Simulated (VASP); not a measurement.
MoS2, 6 atoms in the cell. The structure is hexagonal, space group P6_3/mmc (No. 194). Conventional cell: a = 3.185 Å, b = 3.185 Å, c = 14.651 Å, α = 90.00°, β = 90.00°, γ = 120.00°. Mo (site symmetry -6m2) has 6 S at 2.41 Å and 6 Mo at 3.19 Å within 3.2 Å. S (site symmetry 3m) has 3 Mo at 2.41 Å and 7 S at 3.13 to 3.19 Å within 3.2 Å. 

| Item | Value |
| --- | --- |
| Program | VASP 6.6.1 |
| Task | relaxation of cell and atoms |
| Functional | PBE |
| Potentials or basis | VASP PAW PBE potentials, release 64 (Mo_sv, S) |
| Cutoff | 600 eV |
| k mesh | 12 × 12 × 2 |
| Occupations | gaussian, width 0.02 eV |
| Spin | no spin polarisation |
| Dipole correction | no |
| Further INCAR settings | ALGO = Normal; EDIFF = 1e-06; IBRION = 2; EDIFFG = -0.01; NSW = 100; ISIF = 3 |

Potentials or basis: VASP PAW PBE potentials, release 64 (Mo_sv, S).

Launch:

```sh
$ cat potpaw_PBE.64/Mo_sv/POTCAR potpaw_PBE.64/S/POTCAR > POTCAR
$ mpirun -np 1 vasp_std > vasp.out
```

Hardware: 1 thread of Oxide Virtual Turin-like Processor, with other jobs on the host.

Estimate the wall time of this run.

Wall time 11 min on 1 thread of Oxide Virtual Turin-like Processor (shared host), peak memory 0.36 GiB. Counts: scf iterations 32, k points 38, ion steps 3.
